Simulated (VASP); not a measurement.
A run of VASP 6.6.1:

The input INCAR:

```
SYSTEM = B2Ir6Pb5
PREC = Accurate
ENCUT = 520
EDIFF = 1E-6
ISMEAR = 1
SIGMA = 0.15
LREAL = .FALSE.
LASPH = .TRUE.
NELM = 100
ALGO = Normal
ISIF = 2
LWAVE = .FALSE.
LCHARG = .FALSE.
GGA = PE
NBANDS = 77
```

The input KPOINTS:

```
Automatic mesh
0
G
  3 3 3
  0 0 0
```

POSCAR

```
B2Ir6Pb5
1.0
    7.0622760000      0.0357420000      0.0031970000
   -3.5001850000      6.0559240000     -0.0031050000
    0.0027130000     -0.0014760000      5.9662960000
Ir Pb B
6 5 2
Direct
    0.2383363509     -0.0014141319      0.2606656874
    0.7563772115      0.7409436427      0.7173595631
    0.0233336918      0.2689433566      0.2489977821
    0.2409587338      0.0118282744      0.7652289430
    0.7522753796      0.7414697226      0.2568528680
    0.9869450354      0.2470030691      0.7372652448
    0.3341806017      0.6568127276      0.5191351599
    0.6659043826      0.3346419207      0.4957949064
    0.0067401328      0.5980254028      0.9988448982
    0.5870448653      1.0046489583      0.0060269642
    0.4206006348      0.4147923869     -0.0031985892
    1.0077559435      1.0201866419      0.9857601574
    0.0045732838      1.0232527101      0.5197178583
```

Potentials or basis: VASP PAW PBE potentials, release 64 (Ir, Pb_d, B).

Command:

```bash
$ cat potpaw_PBE.64/Ir/POTCAR potpaw_PBE.64/Pb_d/POTCAR potpaw_PBE.64/B/POTCAR > POTCAR
$ mpirun -np 1 vasp_std > vasp.out
```

Hardware: 1 thread of AMD EPYC 9R45 96-Core Processor (Zen 5), with other jobs on the host.

**Question.** Estimate the wall time of this run.

**Answer.** It took 3.7 min on 1 thread of AMD EPYC 9R45 96-Core Processor (Zen 5), with other jobs on the host, peak memory 0.47 GiB. Counts: scf iterations 18, k points 14.
